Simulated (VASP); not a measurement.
# BN (I-4m2) in VASP: single point with r2SCAN

Aim: the single point of BN with r2SCAN.

Program: VASP 6.6.1. These are calculated values, not measurements. Logs are shortened: lines on timing, memory, paths and dates and some standing lists are left out, and cuts for length are marked.

**1. The cell of the first run**

It takes space group I-4m2 (No. 119, tetragonal). Conventional cell: a = 2.552 Å, b = 2.552 Å, c = 3.520 Å, α = 90.00°, β = 90.00°, γ = 90.00°. Within 2.1 Å of B (site symmetry -4m2) lie 4 N at 1.55 Å. Within 2.1 Å of N (site symmetry -4m2) lie 4 B at 1.55 Å.

**2. Single point, r2SCAN (uniaxial z strain -2.5%)**

The input, POSCAR:

```
BN
1.0
    0.0000000000      1.8048254535      1.7598852997
    1.8048254535      0.0000000000      1.7598852997
    1.8048254535      1.8048254535      0.0000000000
B N
1 1
Direct
    0.0000000000      0.0000000000      0.0000000000
    0.2500000000      0.2500000000      0.2500000000
```

The input, INCAR.step1:

```
SYSTEM = BN
PREC = Accurate
ENCUT = 1460
ISMEAR = 0
SIGMA = 0.01
LREAL = .FALSE.
LASPH = .TRUE.
NELM = 120
NBANDS = 11
GGA = PE
ALGO = Normal
EDIFF = 1E-5
LWAVE = .TRUE.
LCHARG = .FALSE.
GGA_COMPAT = .FALSE.
```

The input, INCAR.step2:

```
SYSTEM = BN
PREC = Accurate
ENCUT = 1460
EDIFF = 1E-6
ISMEAR = 0
SIGMA = 0.01
LREAL = .FALSE.
LASPH = .TRUE.
NELM = 120
ALGO = Normal
ISIF = 2
LWAVE = .FALSE.
LCHARG = .FALSE.
METAGGA = R2SCAN
LMIXTAU = .TRUE.
NBANDS = 11
ISTART = 1
GGA_COMPAT = .FALSE.
```

The input, KPOINTS:

```
Automatic mesh
0
G
  12 12 12
  0 0 0
```

Potentials or basis: VASP PAW PBE potentials, release 64 (B_h, N_h).

Command:

```console
> cat potpaw_PBE.64/B_h/POTCAR potpaw_PBE.64/N_h/POTCAR > POTCAR
> cp INCAR.step1 INCAR
> mpirun -np 1 vasp_std > vasp.out
> cp INCAR.step2 INCAR
> mpirun -np 1 vasp_std > vasp.out
```

OUTCAR:

```text
SYSTEM = BN
   PREC = Accurate
   ENCUT = 1460
   EDIFF = 1E-6
   ISMEAR = 0
   LREAL = .FALSE.
   LASPH = .TRUE.
   NELM = 120
   ISIF = 2
   METAGGA = R2SCAN
   ISTART = 1

 ion  position               nearest neighbor table
   1  0.000  0.000  0.000-
   2  0.250  0.250  0.250-

  LATTYP: Found a body centered tetragonal cell.
 ALAT       =     2.5524086341
 C/A-ratio  =     1.3789996447

  Lattice vectors:

 A1 = (   0.0000000000,  -1.8048254535,  -1.7598852997)
 A2 = (   0.0000000000,   1.8048254535,  -1.7598852997)
 A3 = (   1.8048254535,   0.0000000000,   1.7598852997)

Analysis of symmetry for initial positions (statically):
=====================================================================
 Subroutine PRICEL returns:
 Original cell was already a primitive cell.

 Routine SETGRP: Setting up the symmetry group for a
 body centered tetragonal supercell.

 Subroutine GETGRP returns: Found  8 space group operations
 (whereof  8 operations were pure point group operations)
 out of a pool of 16 trial point group operations.

The static configuration has the point symmetry D_2d.

Analysis of symmetry for dynamics (positions and initial velocities):
=====================================================================
 Subroutine PRICEL returns:
 Original cell was already a primitive cell.

 Routine SETGRP: Setting up the symmetry group for a
 body centered tetragonal supercell.

 Subroutine GETGRP returns: Found  8 space group operations
 (whereof  8 operations were pure point group operations)
 out of a pool of 16 trial point group operations.

The dynamic configuration has the point symmetry D_2d.

 Subroutine INISYM returns: Found  8 space group operations
 (whereof  8 operations are pure point group operations),
 and found     1 'primitive' translations

----------------------------------------------------------------------------------------

                                     Primitive cell

  volume of cell :      11.4653

  direct lattice vectors                    reciprocal lattice vectors
     0.000000000  1.804825453  1.759885300    -0.277035100  0.277035100  0.284109425
     1.804825453  0.000000000  1.759885300     0.277035100 -0.277035100  0.284109425
     1.804825453  1.804825453  0.000000000     0.277035100  0.277035100 -0.284109425

  length of vectors
     2.520831447  2.520831447  2.552408634     0.483957703  0.483957703  0.483957703

  position of ions in fractional coordinates (direct lattice)
     0.000000000  0.000000000  0.000000000
     0.250000000  0.250000000  0.250000000

  ion indices of the primitive-cell ions
   primitive index   ion index
                 1           1
                 2           2

----------------------------------------------------------------------------------------

 KPOINTS: Automatic mesh

Automatic generation of k-mesh.
 Grid dimensions read from file:
 generate k-points for:   12   12   12

 Generating k-lattice:

  Cartesian coordinates                     Fractional coordinates (reciprocal lattice)
    -0.023086258  0.023086258  0.023675785     0.083333333  0.000000000  0.000000000
     0.023086258 -0.023086258  0.023675785     0.000000000  0.083333333  0.000000000
     0.023086258  0.023086258 -0.023675785     0.000000000  0.000000000  0.083333333

  Length of vectors
     0.040329809  0.040329809  0.040329809

  Shift w.r.t. Gamma in fractional coordinates (k-lattice)
     0.000000000  0.000000000  0.000000000

 Subroutine IBZKPT returns following result:
 ===========================================

 Found    163 irreducible k-points:

 Following reciprocal coordinates:
            Coordinates               Weight
  0.000000  0.000000  0.000000      1.000000
  0.083333  0.000000  0.000000      8.000000
  0.166667  0.000000  0.000000      8.000000
  0.250000 -0.000000  0.000000      8.000000
  0.333333 -0.000000  0.000000      8.000000
  0.416667  0.000000  0.000000      8.000000
[... 16 lines left out ...]
  0.500000  0.166667  0.000000      8.000000
 -0.416667  0.166667  0.000000      8.000000
 [... further k-points ...]
   k-points           NKPTS =    163   k-points in BZ     NKDIM =    163   number of bands    NBANDS=     11
   number of dos      NEDOS =    301   number of ions     NIONS =      2
   total plane-waves  NPLWV =  32768
   dimension x,y,z NGX =    32 NGY =   32 NGZ =   32
   dimension x,y,z NGXF=    64 NGYF=   64 NGZF=   64
   ions per type =               1   1
   NGX,Y,Z   is equivalent  to a cutoff of  21.10, 21.10, 20.84 a.u.
   NGXF,Y,Z  is equivalent  to a cutoff of  42.21, 42.21, 41.69 a.u.
 SYSTEM =  BN
   PREC   = accura    normal or accurate (medium, high low for compatibility)
   ISTART =      1    job   : 0-new  1-cont  2-samecut
   ICHARG =      0    charge: 1-file 2-atom 10-const
   ISPIN  =      1    spin polarized calculation?
   LNONCOLLINEAR =      F non collinear calculations
   LSORBIT =      F    spin-orbit coupling
   LASPH  =      T    aspherical Exc in radial PAW
   ENCUT  = 1460.0 eV 107.31 Ry   10.36 a.u.   7.85  7.85  7.95*2*pi/ulx,y,z
   NELM   =    120;   NELMIN=  2; NELMDL=  0     # of ELM steps
   EDIFF  = 0.1E-05   stopping-criterion for ELM
   LREAL  =      F    real-space projection
   EDIFFG = 0.1E-04   stopping-criterion for IOM
   NSW    =      0    number of steps for IOM
   IBRION =     -1    ionic relax: 0-MD 1-quasi-New 2-CG
   NFREE  =      0    steps in history (QN), initial steepest desc. (CG)
   ISIF   =      2    stress and relaxation
   ISYM   =      2    0-nonsym 1-usesym 2-fastsym
   POTIM  = 0.5000    time-step for ionic-motion
   TEBEG  =    0.0;   TEEND  =   0.0 temperature during run
   PSTRESS=    0.0 pullay stress
   NELECT =       8.0000    total number of electrons
   NUPDOWN=      -1.0000    fix difference up-down
   EMIN   =  10.00;   EMAX   =-10.00  energy-range for DOS
   EFERMI =   0.00;   METHOD = LEGACY
   ISMEAR =     0;   SIGMA  =   0.01  broadening in eV -4-tet -1-fermi 0-gaus
   EFERMI_NEDOS =   21; number of points for ismear=-14 and -15
   IALGO  =     38    algorithm
   IMIX   =      4    mixing-type and parameters
     AMIX     =   0.40;   BMIX     =  1.00
     AMIX_MAG =   1.60;   BMIX_MAG =  1.00
  volume/ion in A,a.u.               =       5.73        38.69
  Fermi-wavevector in a.u.,A,eV,Ry     =   1.452033  2.743945 28.686532  2.108401
  Thomas-Fermi vector in A             =   2.569462
   LORBIT       =      0    0 simple, 1 ext, 2 COOP (PROOUT), +10 PAW based schemes
   METAGGA = R2SCAN    functional components
   LHFCALC =     F    Hartree Fock is set to
   AEXX    =    0.0000 exact exchange contribution
   IVDW    =     0    specifies the selected vdW correction
   LEPSILON=     F    determine dielectric tensor
   LRPA    =     F    only Hartree local field effects (RPA)
 non-spin polarized calculation
 Gauss-broadening in eV      SIGMA  =   0.01
  energy-cutoff  :     1460.00
  volume of cell :       11.47
 maximum number of plane-waves:      1482
   NGX = 15   NGY = 15   NGZ = 15

 number of electron       8.0000000 magnetization

 Free energy of the ion-electron system (eV)
  ---------------------------------------------------
  ext. energy  EPLUGINS =         0.00000000
  ---------------------------------------------------
  free energy    TOTEN  =       -19.18522615 eV

  energy without entropy =      -19.18522615  energy(sigma->0) =      -19.18522615

 E-fermi :   9.7070     XC(G=0): -13.9167

 val. band max:        9.5083265065   @ k =   0.0000   0.0000   0.0000
 cond. band min:      14.0713275785   @ k =   0.5000   0.5000   0.0000
 fundamental gap:      4.5630010720
 Fermi energy:         9.7069959814

 k-point     1 :       0.0000    0.0000    0.0000
  band No.  band energies     occupation
      1     -12.2860      2.00000
      2       9.2607      2.00000
      3       9.2607      2.00000
      4       9.5083      2.00000
      5      18.9244      0.00000
      6      19.1087      0.00000
      7      19.1087      0.00000
      8      20.9193      0.00000
      9      36.0834      0.00000
     10      37.7415      0.00000
     11      39.0370      0.00000

 k-point     2 :       0.0833    0.0000    0.0000
  band No.  band energies     occupation
      1     -12.1068      2.00000
      2       8.3629      2.00000
      3       9.0584      2.00000
      4       9.2574      2.00000
      5      19.1591      0.00000
      6      19.4002      0.00000
      7      19.4327      0.00000
      8      21.4874      0.00000
      9      35.7730      0.00000
     10      35.7861      0.00000
     11      36.6943      0.00000

 k-point     3 :       0.1667    0.0000    0.0000
  band No.  band energies     occupation
      1     -11.5761      2.00000
      2       6.1386      2.00000
      3       8.5650      2.00000
      4       8.8063      2.00000
      5      19.5722      0.00000
      6      20.0607      0.00000
      7      20.1021      0.00000
      8      22.8793      0.00000
      9      34.2907      0.00000
     10      34.7286      0.00000
     11      35.4013      0.00000

 k-point     4 :       0.2500   -0.0000    0.0000
  band No.  band energies     occupation
      1     -10.7196      2.00000
      2       3.5130      2.00000
      3       7.9932      2.00000
      4       8.2945      2.00000
      5      19.8969      0.00000
      6      20.6454      0.00000
      7      20.8051      0.00000
      8      24.3081      0.00000
      9      34.0662      0.00000
     10      34.1725      0.00000
     11      34.8606      0.00000

 k-point     5 :       0.3333   -0.0000    0.0000
  band No.  band energies     occupation
      1      -9.6065      2.00000
      2       0.9718      2.00000
      3       7.5034      2.00000
      4       7.8591      2.00000
      5      20.1280      0.00000
      6      20.8841      0.00000
      7      21.2303      0.00000
      8      25.3373      0.00000
      9      34.2655      0.00000
     10      35.1632      0.00000
     11      35.3647      0.00000
[... 211 lines left out ...]
 k-point    21 :       0.3333    0.1667    0.0000
  band No.  band energies     occupation
      1      -9.7196      2.00000
      2       2.8081      2.00000
      3       6.2066      2.00000
      4       6.8515      2.00000
      5      18.0591      0.00000
      6      22.8816      0.00000
      7      23.2552      0.00000
      8      23.3145      0.00000
      9      30.6562      0.00000
     10      38.1342      0.00000
     11      38.9377      0.00000

 k-point    22 :       0.4167    0.1667    0.0000
  band No.  band energies     occupation
      1      -8.5915      2.00000
      2       0.5776      2.00000
      3       5.9888      2.00000
      4       6.2176      2.00000
      5      18.4436      0.00000
      6      23.1510      0.00000
      7      23.3273      0.00000
      8      24.1576      0.00000
      9      31.5681      0.00000
     10      37.8971      0.00000
     11      39.5694      0.00000

 k-point    23 :       0.5000    0.1667    0.0000
  band No.  band energies     occupation
      1      -7.5990      2.00000
      2      -1.0327      2.00000
      3       5.6145      2.00000
      4       6.0514      2.00000
      5      18.7692      0.00000
      6      23.0257      0.00000
      7      23.0984      0.00000
      8      25.6754      0.00000
      9      31.8217      0.00000
     10      38.0680      0.00000
     11      38.8340      0.00000

 k-point    24 :      -0.4167    0.1667    0.0000
  band No.  band energies     occupation
      1      -7.4626      2.00000
      2      -1.2388      2.00000
      3       5.1791      2.00000
      4       6.3819      2.00000
      5      19.2064      0.00000
      6      22.6150      0.00000
      7      22.9538      0.00000
      8      26.6024      0.00000
      9      31.9016      0.00000
     10      36.2840      0.00000
     11      38.2492      0.00000

 [... further k-points ...]

------------------------ aborting loop because EDIFF is reached ----------------------------------------

  FORCE on cell =-STRESS in cart. coord.  units (eV):
  Direction    XX          YY          ZZ          XY          YZ          ZX
  --------------------------------------------------------------------------------------
  -------------------------------------------------------------------------------------
  Total        0.3198595      0.3198595      1.4771094      0.0000000      0.0000000      0.0000000
  in kB       44.6976864     44.6976864    206.4136706      0.0000000      0.0000000      0.0000000
  external PRESSURE =      98.6030145 kB  Pullay stress =       0.0000000 kB

 VOLUME and BASIS-vectors are now :
 -----------------------------------------------------------------------------
  energy-cutoff  :     1460.00
  volume of cell :       11.47
      direct lattice vectors                 reciprocal lattice vectors
     0.000000000  1.804825453  1.759885300    -0.277035100  0.277035100  0.284109425
     1.804825453  0.000000000  1.759885300     0.277035100 -0.277035100  0.284109425
     1.804825453  1.804825453  0.000000000     0.277035100  0.277035100 -0.284109425

 POSITION                                       TOTAL-FORCE (eV/Angst)
 -----------------------------------------------------------------------------------
      0.00000      0.00000      0.00000         0.000000      0.000000      0.000000
      0.90241      0.90241      0.87994        -0.000000     -0.000000     -0.000000
 -----------------------------------------------------------------------------------
    total drift:                               -0.000000     -0.000000     -0.000000

  FREE ENERGIE OF THE ION-ELECTRON SYSTEM (eV)
  ---------------------------------------------------
  free  energy   TOTEN  =       -19.1852261479 eV

  energy  without entropy=      -19.1852261479  energy(sigma->0) =      -19.18522615
```

It took 3.3 min on 1 thread of AMD EPYC 7R13 (Zen 3), shared host; peak memory 0.21 GiB.

What came out:

* Free energy: -19.1852 eV
* Pressure: 9.9 GPa
* Band gap on the k mesh: 4.56 eV (least direct gap 9.42 eV)

Caveat: the cell differs from its parent crystal (uniaxial z strain -2.5%); the stress differs along the axes, from 4 to 21 GPa; the PAW data sets were made with another functional, which shifts forces and pressure a little. A k mesh can miss the band edges.
